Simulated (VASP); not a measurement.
Set up this calculation in VASP 6.6.1, as the native input.

```yaml
Task: relaxation of cell and atoms
Functional: LDA
Potentials_or_basis: VASP PAW LDA potentials, release 64 (Na_pv, Ag)
Cutoff: 500 eV
k_mesh: 5 × 5 × 5, shifted
Occupations: fermi-dirac, width 0.1 eV
Spin: no spin polarisation
Dipole_correction: no
Further_INCAR_settings: ALGO = Normal; EDIFF = 1e-07; ISYM = 0; IBRION = 2; EDIFFG = -0.01; NSW = 60; ISIF = 3
```

The structure of Na2Ag lies in POSCAR:

```
Na2Ag
1.0
    4.3739770000      0.0000000000      0.0000000000
   -2.1869880000      3.7879790000      0.0000000000
    0.0000000000      0.0000000000      3.8315070000
Na Ag
2 1
Direct
    0.3333000000      0.6667000000      0.5000000000
    0.6666000000      0.3333000000      0.5000000000
    0.0000000000      0.0000000000      0.0000000000
```

One way to write it, as run:

INCAR

```
SYSTEM = Na2Ag
PREC = Accurate
ENCUT = 500
EDIFF = 1E-7
ISMEAR = -1
SIGMA = 0.1
LREAL = .False.
LASPH = .True.
NELM = 120
ALGO = Normal
ISIF = 3
LWAVE = .False.
LCHARG = .False.
GGA = CA
IBRION = 2
NSW = 60
EDIFFG = -0.01
ISYM = 0
GGA_COMPAT = .False.
NELMIN = 4
```

KPOINTS

```
Automatic mesh
0
Gamma
  5 5 5
  0.5 0.5 0.5
```

Potentials or basis: VASP PAW LDA potentials, release 64 (Na_pv, Ag).

The run is started by

```bash
$ cat potpaw_LDA.64/Na_pv/POTCAR potpaw_LDA.64/Ag/POTCAR > POTCAR
$ mpirun -np 1 vasp_std > vasp.out
```

It gave:

```yaml
Relaxed_volume: 21.07 Å³/atom
Relaxed_cell: a = 5.075 Å, b = 5.075 Å, c = 2.834 Å, α = 90.00°, β = 90.00°, γ = 120.00°
Space_group_after_relaxing_to_0.1_Å: P6/mmm (No. 191)
Energy_gained_by_relaxing: 189.2 meV/atom
Ionic_steps: 12
Pressure_after_relaxing: 0.0 GPa
Band_gap_on_the_k_mesh: zero (an odd number of electrons rules out a gap without spin polarisation)
```

Caveat: a cell axis changed by over 15 % at a fixed basis, so the end point is rough.

Wall time 5.7 min on 1 thread of Intel(R) Xeon(R) 6975P-C (Granite Rapids) (shared host), peak memory 0.3 GiB.
